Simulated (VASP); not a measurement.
A run of VASP 6.6.1:

Contents of INCAR:

```
SYSTEM = CSO
PREC = Accurate ; ENCUT = 520
EDIFF = 1E-6 ; ISMEAR = -1
SIGMA = 0.02 ; LREAL = Auto
LASPH = .True. ; NELM = 60
ALGO = Normal ; ISIF = 2
LWAVE = .False. ; LCHARG = .False.
GGA = PE ; IVDW = 12
NBANDS = 63
```

The input KPOINTS:

```
Automatic mesh
0
Gamma
  1 1 1
  0 0 0
```

The input POSCAR:

```
CSO
1.0
    8.1822740000      0.0000000000      0.0000000000
    0.0000000000      8.1822740000      0.0000000000
    0.0000000000      0.0000000000      8.1822740000
O C S
6 6 6
Direct
    0.5628264221      0.6790043941      0.3872884237
    0.7838529973      0.2525092658      0.6410687298
    0.3470917742      0.3438041796      0.0915149016
    0.2321848425      0.2961279468      0.6303382165
    0.4522581375      1.0445506958      0.2970934486
    0.9469128020      0.4799032641      0.0472607004
    0.5436263806      0.7416520151      0.5140746937
    0.8521469704      0.1349747026      0.5883572220
    0.2535358752      0.3520781631      0.2188511409
    0.2139136382      0.2124226101      0.7472372595
    0.5669206384      1.0916891808      0.2221142924
    0.9014853328      0.5927325338     -0.0220109960
    0.5227275449      0.8348046032      0.6819131210
    0.9319414138     -0.0141525449      0.5079517014
    0.1212376902      0.3722070417      0.3486194669
    0.1911082420      0.0687706132      0.8657739890
    0.7197510130      1.1266550106      0.1095172320
    0.8766878254      0.7417009012     -0.1395944453
```

Potentials or basis: VASP PAW PBE potentials, release 64 (O, C, S).

The run is started by

```console
$ cat potpaw_PBE.64/O/POTCAR potpaw_PBE.64/C/POTCAR potpaw_PBE.64/S/POTCAR > POTCAR
$ mpirun -np 1 vasp_gam > vasp.out
```

Hardware: 1 thread of AMD EPYC 7R13 (shared host).

Question: Estimate the wall time of this run.

Answer: Wall time 85 s on 1 thread of AMD EPYC 7R13 (shared host), peak memory 0.51 GiB. Counts: scf iterations 17, k points 1.
